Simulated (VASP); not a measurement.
Al, 4 atoms in the cell. It takes space group C222_1 (No. 20, orthorhombic). The conventional cell has a = 2.852 Å, b = 4.940 Å, c = 9.241 Å, α = 90.00°, β = 90.00°, γ = 90.00°. Within 3.7 Å of Al (site symmetry 2) lie 12 Al at 2.78 to 2.90 Å. Within 3.7 Å of Al (site symmetry 2) lie 12 Al at 2.78 to 2.90 Å. 

* Program: VASP 6.6.1
* Task: single point
* Functional: PBE
* Dispersion: D3(BJ)
* Potentials or basis: VASP PAW PBE potentials, release 64 (Al)
* Cutoff: 520 eV
* k mesh: 18 × 18 × 4
* Occupations: gaussian, width 0.15 eV
* Spin: no spin polarisation
* Dipole correction: no
* Further INCAR settings: ALGO = Fast; EDIFF = 1e-07; NBANDS = 14

Potentials or basis: VASP PAW PBE potentials, release 64 (Al).

The run is started by

```console
$ cat potpaw_PBE.64/Al/POTCAR > POTCAR
$ mpirun -np 1 vasp_std > vasp.out
```

Hardware: 1 thread of Intel(R) Xeon(R) Platinum 8488C (Sapphire Rapids), with other jobs on the host.

Problem. How long does it take, and how much memory?

Solution. It took 3 min on 1 thread of Intel(R) Xeon(R) Platinum 8488C (Sapphire Rapids), on a shared host, peak memory 0.32 GiB. Counts: scf iterations 14, k points 273.
